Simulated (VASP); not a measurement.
Runs of VASP 6.6.1 on Bi. The structure is that of space group Pm-3m (No. 221), or close to it. The cells are those of the table. This isn't the form of Bi at room conditions, which is rhombohedral.

| cell | gap on the mesh (eV) | pressure (GPa) |
| --- | --- | --- |
| a = 3.320 Å, 1 atom | none | -1.7 |
| a = 3.255 Å, 1 atom | none | 0.9 |
| a = 3.277 Å, 1 atom | none | -0.1 |
| a = 3.298 Å, 1 atom | none | (a) |

Alike in all rows: task single point; level PBE; potentials or basis VASP PAW PBE potentials, release 64 (Bi_d); no spin polarisation; k mesh 33 × 33 × 33; cutoff (eV) 520; smearing fermi-dirac 0.0612256 eV.

Question: Estimate the missing entries.

Answer: (a) -1.0.

Caveats: spin-orbit coupling is left out, which moves the levels of the heavy elements.

A k mesh can miss the band edges, and the runs leave out spin-orbit coupling on Bi.

A gap of «none» marks levels without a gap at the run's occupations.
